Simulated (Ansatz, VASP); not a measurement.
**Co: VASP beside Ansatz**

```
Co
1.0
     2.39109    0.00000    0.00000
    -1.19554    2.07074    0.00000
     0.00000    0.00000    7.74459
Co
4
Cartesian
  2.3911 0.0000 7.7446
  0.0000 0.0000 3.8723
  0.0000 1.3805 1.9361
  1.1955 0.6902 5.8084
```

Alike in both runs: task single point; functional PBE; k mesh 16 × 16 × 5; occupations fermi-dirac, width 0.05 eV; collinear spin.

|  | VASP | Ansatz |
| --- | --- | --- |
| version | VASP 6.6.1 | Ansatz 0.2.0 |
| potentials or method | VASP PAW PBE potentials, release 64 (Co), cutoff 520 eV | plane waves (420 eV) with PAW, scalar-relativistic |
| valence electrons in the cell | 36 | 68 |

|  | VASP | Ansatz | Ansatz less VASP |
| --- | --- | --- | --- |
| net moment per atom (μB) | 1.54 | 1.54 | +0.006 |
| size of the moment on the site where the two differ most (μB) | 1.54 | 1.61 | +0.070 |

Site moments also hang on the region over which each program counts them. VASP's potentials hold 36 valence electrons a cell and Ansatz's 68, so a difference there can come from the potentials and not from the codes.
